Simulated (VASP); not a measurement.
# Sn (Im-3m) in VASP: notebook

Sn is run at these levels: LDA; tasks: single point.

Everything below comes from runs of VASP 6.6.1. Logs are shortened: lines on timing, memory, paths and dates and some standing lists are left out, and cuts for length are marked.

## 1. The cell of the first run

It takes space group Im-3m (No. 229, cubic). The conventional cell has a = 3.704 Å, b = 3.704 Å, c = 3.704 Å, α = 90.00°, β = 90.00°, γ = 90.00°. Sn (site symmetry m-3m) has 14 Sn at 3.21 to 3.70 Å within 4.2 Å.

## 2. Single point, LDA

Input file INCAR:

```
SYSTEM = Sn
PREC = Accurate
ENCUT = 520
EDIFF = 1E-7
ISMEAR = -1
SIGMA = 0.1
LREAL = .FALSE.
LASPH = .TRUE.
NELM = 80
ALGO = Normal
ISIF = 2
LWAVE = .FALSE.
LCHARG = .FALSE.
NBANDS = 13
```

Input file KPOINTS:

```
Automatic mesh
0
G
  12 12 12
  0 0 0
```

Input file POSCAR:

```
Sn
1.0
   -1.8521954803      1.8521954803      1.8521954803
    1.8521954803     -1.8521954803      1.8521954803
    1.8521954803      1.8521954803     -1.8521954803
Sn
1
Direct
    0.0000000000      0.0000000000      0.0000000000
```

Potentials or basis: VASP PAW LDA potentials, release 64 (Sn_d).

Started as:

```console
$ cat potpaw_LDA.64/Sn_d/POTCAR > POTCAR
$ mpirun -np 1 vasp_std > vasp.out
```

OUTCAR:

```text
SYSTEM = Sn
   PREC = Accurate
   ENCUT = 520
   EDIFF = 1E-7
   ISMEAR = -1
   LREAL = .FALSE.
   LASPH = .TRUE.
   NELM = 80
   ISIF = 2

 ion  position               nearest neighbor table
   1  0.000  0.000  0.000-

  LATTYP: Found a body centered cubic cell.
 ALAT       =     3.7043909606

  Lattice vectors:

 A1 = (  -1.8521954803,   1.8521954803,   1.8521954803)
 A2 = (   1.8521954803,  -1.8521954803,   1.8521954803)
 A3 = (   1.8521954803,   1.8521954803,  -1.8521954803)

Analysis of symmetry for initial positions (statically):
=====================================================================
 Subroutine PRICEL returns:
 Original cell was already a primitive cell.

 Routine SETGRP: Setting up the symmetry group for a
 body centered cubic supercell.

 Subroutine GETGRP returns: Found 48 space group operations
 (whereof 48 operations were pure point group operations)
 out of a pool of 48 trial point group operations.

The static configuration has the point symmetry O_h .

Analysis of symmetry for dynamics (positions and initial velocities):
=====================================================================
 Subroutine PRICEL returns:
 Original cell was already a primitive cell.

 Routine SETGRP: Setting up the symmetry group for a
 body centered cubic supercell.

 Subroutine GETGRP returns: Found 48 space group operations
 (whereof 48 operations were pure point group operations)
 out of a pool of 48 trial point group operations.

The dynamic configuration has the point symmetry O_h .

 Subroutine INISYM returns: Found 48 space group operations
 (whereof 48 operations are pure point group operations),
 and found     1 'primitive' translations

----------------------------------------------------------------------------------------

                                     Primitive cell

  volume of cell :      25.4168

  direct lattice vectors                    reciprocal lattice vectors
    -1.852195480  1.852195480  1.852195480     0.000000000  0.269949908  0.269949908
     1.852195480 -1.852195480  1.852195480     0.269949908  0.000000000  0.269949908
     1.852195480  1.852195480 -1.852195480     0.269949908  0.269949908  0.000000000

  length of vectors
     3.208096677  3.208096677  3.208096677     0.381766821  0.381766821  0.381766821

  position of ions in fractional coordinates (direct lattice)
     0.000000000  0.000000000  0.000000000

  ion indices of the primitive-cell ions
   primitive index   ion index
                 1           1

----------------------------------------------------------------------------------------

 KPOINTS: Automatic mesh

Automatic generation of k-mesh.
 Grid dimensions read from file:
 generate k-points for:   12   12   12

 Generating k-lattice:

  Cartesian coordinates                     Fractional coordinates (reciprocal lattice)
     0.000000000  0.022495826  0.022495826     0.083333333  0.000000000  0.000000000
     0.022495826  0.000000000  0.022495826     0.000000000  0.083333333  0.000000000
     0.022495826  0.022495826  0.000000000     0.000000000  0.000000000  0.083333333

  Length of vectors
     0.031813902  0.031813902  0.031813902

  Shift w.r.t. Gamma in fractional coordinates (k-lattice)
     0.000000000  0.000000000  0.000000000

 Subroutine IBZKPT returns following result:
 ===========================================

 Found     72 irreducible k-points:

 Following reciprocal coordinates:
            Coordinates               Weight
  0.000000  0.000000  0.000000      1.000000
  0.083333  0.000000  0.000000     12.000000
  0.166667  0.000000  0.000000     12.000000
  0.250000  0.000000  0.000000     12.000000
  0.333333  0.000000  0.000000     12.000000
  0.416667  0.000000  0.000000     12.000000
[... 16 lines left out ...]
  0.333333  0.083333  0.083333     24.000000
  0.416667  0.083333  0.083333     12.000000
 [... further k-points ...]
   k-points           NKPTS =     72   k-points in BZ     NKDIM =     72   number of bands    NBANDS=     13
   number of dos      NEDOS =    301   number of ions     NIONS =      1
   total plane-waves  NPLWV =  13824
   dimension x,y,z NGX =    24 NGY =   24 NGZ =   24
   dimension x,y,z NGXF=    48 NGYF=   48 NGZF=   48
   ions per type =               1
   NGX,Y,Z   is equivalent  to a cutoff of  12.44, 12.44, 12.44 a.u.
   NGXF,Y,Z  is equivalent  to a cutoff of  24.87, 24.87, 24.87 a.u.
 SYSTEM =  Sn
   PREC   = accura    normal or accurate (medium, high low for compatibility)
   ISTART =      0    job   : 0-new  1-cont  2-samecut
   ICHARG =      2    charge: 1-file 2-atom 10-const
   ISPIN  =      1    spin polarized calculation?
   LNONCOLLINEAR =      F non collinear calculations
   LSORBIT =      F    spin-orbit coupling
   LASPH  =      T    aspherical Exc in radial PAW
   ENCUT  =  520.0 eV  38.22 Ry    6.18 a.u.   5.96  5.96  5.96*2*pi/ulx,y,z
   NELM   =     80;   NELMIN=  2; NELMDL= -5     # of ELM steps
   EDIFF  = 0.1E-06   stopping-criterion for ELM
   LREAL  =      F    real-space projection
   EDIFFG = 0.1E-05   stopping-criterion for IOM
   NSW    =      0    number of steps for IOM
   IBRION =     -1    ionic relax: 0-MD 1-quasi-New 2-CG
   NFREE  =      0    steps in history (QN), initial steepest desc. (CG)
   ISIF   =      2    stress and relaxation
   ISYM   =      2    0-nonsym 1-usesym 2-fastsym
   POTIM  = 0.5000    time-step for ionic-motion
   TEBEG  =    0.0;   TEEND  =   0.0 temperature during run
   PSTRESS=    0.0 pullay stress
   NELECT =      14.0000    total number of electrons
   NUPDOWN=      -1.0000    fix difference up-down
   EMIN   =  10.00;   EMAX   =-10.00  energy-range for DOS
   EFERMI =   0.00;   METHOD = LEGACY
   ISMEAR =    -1;   SIGMA  =   0.10  broadening in eV -4-tet -1-fermi 0-gaus
   EFERMI_NEDOS =   21; number of points for ismear=-14 and -15
   IALGO  =     38    algorithm
   IMIX   =      4    mixing-type and parameters
     AMIX     =   0.40;   BMIX     =  1.00
     AMIX_MAG =   1.60;   BMIX_MAG =  1.00
  volume/ion in A,a.u.               =      25.42       171.52
  Fermi-wavevector in a.u.,A,eV,Ry     =   1.341974  2.535963 24.502645  1.800894
  Thomas-Fermi vector in A             =   2.470165
   LORBIT       =      0    0 simple, 1 ext, 2 COOP (PROOUT), +10 PAW based schemes
   GGA     = CA    functional components
   LHFCALC =     F    Hartree Fock is set to
   AEXX    =    0.0000 exact exchange contribution
   IVDW    =     0    specifies the selected vdW correction
   LEPSILON=     F    determine dielectric tensor
   LRPA    =     F    only Hartree local field effects (RPA)
 non-spin polarized calculation
  energy-cutoff  :      520.00
  volume of cell :       25.42
 maximum number of plane-waves:       712
   NGX = 11   NGY = 11   NGZ = 11

 number of electron      13.9999997 magnetization

 Free energy of the ion-electron system (eV)
  ---------------------------------------------------
  ext. energy  EPLUGINS =         0.00000000
  ---------------------------------------------------
  free energy    TOTEN  =        -4.45286355 eV

  energy without entropy =       -4.43639646  energy(sigma->0) =       -4.44463001

 E-fermi :   8.6899     XC(G=0): -10.9247

 val. band max:        8.6664680890   @ k =  -0.4167   0.4167   0.4167
 cond. band min:       8.7471252389   @ k =   0.1667   0.1667   0.0833
 fundamental gap:      0.0806571499
 Fermi energy:         8.6898693070

 k-point     1 :       0.0000    0.0000    0.0000
  band No.  band energies     occupation
      1     -12.8506      2.00000
      2     -12.8506      2.00000
      3     -12.8506      2.00000
      4     -12.6780      2.00000
      5     -12.6780      2.00000
      6      -2.9509      2.00000
      7      17.1216      0.00000
      8      17.1216      0.00000
      9      17.1216      0.00000
     10      21.0000      0.00000
     11      21.0000      0.00000
     12      21.0000      0.00000
     13      21.9647      0.00000

 k-point     2 :       0.0833    0.0000    0.0000
  band No.  band energies     occupation
      1     -12.8545      2.00000
      2     -12.8452      2.00000
      3     -12.8326      2.00000
      4     -12.6824      2.00000
      5     -12.6785      2.00000
      6      -2.7909      2.00000
      7      15.7752      0.00000
      8      16.4908      0.00000
      9      16.8900      0.00000
     10      19.7514      0.00000
     11      20.0845      0.00000
     12      20.7451      0.00000
     13      22.6169      0.00000

 k-point     3 :       0.1667    0.0000    0.0000
  band No.  band energies     occupation
      1     -12.8652      2.00000
      2     -12.8325      2.00000
      3     -12.7830      2.00000
      4     -12.6928      2.00000
      5     -12.6798      2.00000
      6      -2.3099      2.00000
      7      13.0912      0.00000
      8      15.2813      0.00000
      9      16.2652      0.00000
     10      18.7271      0.00000
     11      19.0620      0.00000
     12      20.7846      0.00000
     13      23.0554      0.00000
[... 305 lines left out ...]
 k-point    23 :       0.3333    0.0833    0.0833
  band No.  band energies     occupation
      1     -12.8901      2.00000
      2     -12.8197      2.00000
      3     -12.6911      2.00000
      4     -12.6842      2.00000
      5     -12.6150      2.00000
      6       1.2976      2.00000
      7       5.6185      2.00000
      8      10.7886      0.00000
      9      12.2439      0.00000
     10      19.6341      0.00000
     11      20.0195      0.00000
     12      23.9471      0.00000
     13      25.0080      0.00000

 k-point    24 :       0.4167    0.0833    0.0833
  band No.  band energies     occupation
      1     -12.8932      2.00000
      2     -12.8190      2.00000
      3     -12.6869      2.00000
      4     -12.6842      2.00000
      5     -12.6042      2.00000
      6       2.3509      2.00000
      7       4.2760      2.00000
      8      10.5883      0.00000
      9      12.0997      0.00000
     10      19.5320      0.00000
     11      19.9128      0.00000
     12      24.6579      0.00000
     13      25.3529      0.00000

 [... further k-points ...]

------------------------ aborting loop because EDIFF is reached ----------------------------------------

  FORCE on cell =-STRESS in cart. coord.  units (eV):
  Direction    XX          YY          ZZ          XY          YZ          ZX
  --------------------------------------------------------------------------------------
  -------------------------------------------------------------------------------------
  Total       -0.0102277     -0.0102277     -0.0102277     -0.0000000     -0.0000000      0.0000000
  in kB       -0.6447160     -0.6447160     -0.6447160     -0.0000000     -0.0000000      0.0000000
  external PRESSURE =      -0.6447160 kB  Pullay stress =       0.0000000 kB

 VOLUME and BASIS-vectors are now :
 -----------------------------------------------------------------------------
  energy-cutoff  :      520.00
  volume of cell :       25.42
      direct lattice vectors                 reciprocal lattice vectors
    -1.852195480  1.852195480  1.852195480     0.000000000  0.269949908  0.269949908
     1.852195480 -1.852195480  1.852195480     0.269949908  0.000000000  0.269949908
     1.852195480  1.852195480 -1.852195480     0.269949908  0.269949908  0.000000000

 POSITION                                       TOTAL-FORCE (eV/Angst)
 -----------------------------------------------------------------------------------
      0.00000      0.00000      0.00000        -0.000000      0.000000     -0.000000
 -----------------------------------------------------------------------------------
    total drift:                                0.000000      0.000000      0.000000

  FREE ENERGIE OF THE ION-ELECTRON SYSTEM (eV)
  ---------------------------------------------------
  free  energy   TOTEN  =        -4.4528635528 eV

  energy  without entropy=       -4.4363964611  energy(sigma->0) =       -4.44463001
```

Wall time 10 s (1 thread of Intel Xeon Platinum 8259CL at 2.50GHz (Skylake/Cascade Lake), shared host); peak memory 0.14 GiB.

Results:

| Item | Value |
| --- | --- |
| Free energy | -4.4529 eV |
| Pressure | -0.1 GPa |
| Band gap on the k mesh | zero (band 7 reaches 17.12 eV, above the bottom of band 8 at 6.00 eV) |

Caveat: spin-orbit coupling is left out, which moves the levels of the heavy elements.

## 3. Single point, LDA (volume scaled by 0.88)

Input file INCAR:

```
ALGO = Normal ; EDIFF = 1E-7
ENCUT = 520 ; ISIF = 2
ISMEAR = -1 ; LASPH = T
LCHARG = F ; LREAL = F
LWAVE = F ; NBANDS = 13
NELM = 60 ; PREC = Accurate
SIGMA = 0.1
```

Input file KPOINTS:

```
k-points
0
Gamma
  13 13 13
```

Input file POSCAR:

```
Sn
1.0
   -1.7749292407      1.7749292407      1.7749292407
    1.7749292407     -1.7749292407      1.7749292407
    1.7749292407      1.7749292407     -1.7749292407
Sn
1
Direct
    0.0000000000      0.0000000000      0.0000000000
```

Potentials or basis: VASP PAW LDA potentials, release 64 (Sn_d).

Started as:

```console
$ cat potpaw_LDA.64/Sn_d/POTCAR > POTCAR
$ mpirun -np 1 vasp_std > vasp.out
```

Wall time 12 s (1 thread of Intel Xeon Platinum 8259CL at 2.50GHz (Skylake/Cascade Lake), shared host); peak memory 0.14 GiB.

It converged, with:

```yaml
Free_energy: -4.3550 eV
Pressure: 10.7 GPa
Band_gap_on_the_k_mesh: zero (band 7 reaches 20.23 eV, above the bottom of band 8 at 7.44 eV)
```

Levels at points of the mesh, in eV from the Fermi level:
```tsv
k point	band 4	band 5	band 6	band 7	band 8	band 9	band 10	band 11
(0.00, 0.00, 0.00)	-21.39	-21.39	-12.67	9.81	9.81	9.81	12.55	12.55
```

Caveat: spin-orbit coupling is left out, which moves the levels of the heavy elements.

## 4. Single point, LDA (volume scaled by 0.96)

Input file INCAR:

```
PREC = Accurate
ENCUT = 520
EDIFF = 1E-6
ISMEAR = -1
SIGMA = 0.1
LREAL = F
LASPH = T
NELM = 80
ALGO = Normal
ISIF = 2
LWAVE = F
LCHARG = F
NBANDS = 13
```

Input file KPOINTS:

```
Automatic mesh
0
Gamma
  13 13 13
```

Input file POSCAR:

```
Sn
1.0
   -1.8271627431      1.8271627431      1.8271627431
    1.8271627431     -1.8271627431      1.8271627431
    1.8271627431      1.8271627431     -1.8271627431
Sn
1
Direct
    0.0000000000      0.0000000000      0.0000000000
```

Potentials or basis: VASP PAW LDA potentials, release 64 (Sn_d).

Started as:

```console
$ cat potpaw_LDA.64/Sn_d/POTCAR > POTCAR
$ mpirun -np 1 vasp_std > vasp.out
```

OUTCAR:

```text
PREC = Accurate
   ENCUT = 520
   EDIFF = 1E-6
   ISMEAR = -1
   LREAL = F
   LASPH = T
   NELM = 80
   ISIF = 2

 ion  position               nearest neighbor table
   1  0.000  0.000  0.000-

  LATTYP: Found a body centered cubic cell.
 ALAT       =     3.6543254862

  Lattice vectors:

 A1 = (  -1.8271627431,   1.8271627431,   1.8271627431)
 A2 = (   1.8271627431,  -1.8271627431,   1.8271627431)
 A3 = (   1.8271627431,   1.8271627431,  -1.8271627431)
[... 560 lines left out ...]
     12      23.2122      0.00000
     13      24.9947      0.00000

 [... further k-points ...]

------------------------ aborting loop because EDIFF is reached ----------------------------------------

  FORCE on cell =-STRESS in cart. coord.  units (eV):
  Direction    XX          YY          ZZ          XY          YZ          ZX
  --------------------------------------------------------------------------------------
  -------------------------------------------------------------------------------------
  Total        0.4510672      0.4510672      0.4510672      0.0000000     -0.0000000      0.0000000
  in kB       29.6182980     29.6182980     29.6182980      0.0000000     -0.0000000      0.0000000
  external PRESSURE =      29.6182980 kB  Pullay stress =       0.0000000 kB

 VOLUME and BASIS-vectors are now :
 -----------------------------------------------------------------------------
  energy-cutoff  :      520.00
  volume of cell :       24.40
      direct lattice vectors                 reciprocal lattice vectors
    -1.827162743  1.827162743  1.827162743     0.000000000  0.273648312  0.273648312
     1.827162743 -1.827162743  1.827162743     0.273648312  0.000000000  0.273648312
     1.827162743  1.827162743 -1.827162743     0.273648312  0.273648312  0.000000000

 POSITION                                       TOTAL-FORCE (eV/Angst)
 -----------------------------------------------------------------------------------
      0.00000      0.00000      0.00000        -0.000000     -0.000000     -0.000000
 -----------------------------------------------------------------------------------
    total drift:                                0.000000      0.000000      0.000000

  FREE ENERGIE OF THE ION-ELECTRON SYSTEM (eV)
  ---------------------------------------------------
  free  energy   TOTEN  =        -4.4391443368 eV

  energy  without entropy=       -4.4179150410  energy(sigma->0) =       -4.42852969
```

stdout:

```text
POSCAR found type information on POSCAR Sn
 POSCAR found :  1 types and       1 ions
 scaLAPACK will be used
 LDA part: xc-table for (Slater(with rela. corr.)+CA(PZ))
 , standard interpolation
 POSCAR, INCAR and KPOINTS ok, starting setup
 FFT: planning ... GRIDC
 FFT: planning ... GRID_SOFT
 FFT: planning ... GRID
 WAVECAR not read
 entering main loop
```

It took 11 s on 1 thread of Intel Xeon Platinum 8259CL at 2.50GHz (Skylake/Cascade Lake), shared host; peak memory 0.14 GiB.

Results:

| Quantity | Value |
| --- | --- |
| Free energy | -4.4391 eV |
| Pressure | 3.0 GPa |
| Band gap on the k mesh | zero (band 7 reaches 18.07 eV, above the bottom of band 8 at 6.52 eV) |

Caveat: spin-orbit coupling is left out, which moves the levels of the heavy elements.

## 5. Summary

```tsv
cell	k mesh	gap on the mesh (eV)	pressure (GPa)
a = 3.208 Å, angles 109.5°, 1 atom	12 × 12 × 12	none	-0.1
a = 3.074 Å, angles 109.5°, 1 atom	13 × 13 × 13	none	10.7
a = 3.165 Å, angles 109.5°, 1 atom	13 × 13 × 13	none	3.0
```

Alike in all rows: task single point; level LDA; potentials or basis VASP PAW LDA potentials, release 64 (Sn_d); no spin polarisation; cutoff (eV) 520; smearing fermi-dirac 0.1 eV.

Caveats: spin-orbit coupling is left out, which moves the levels of the heavy elements.

Absolute energies hang on the potentials; compare differences alone.
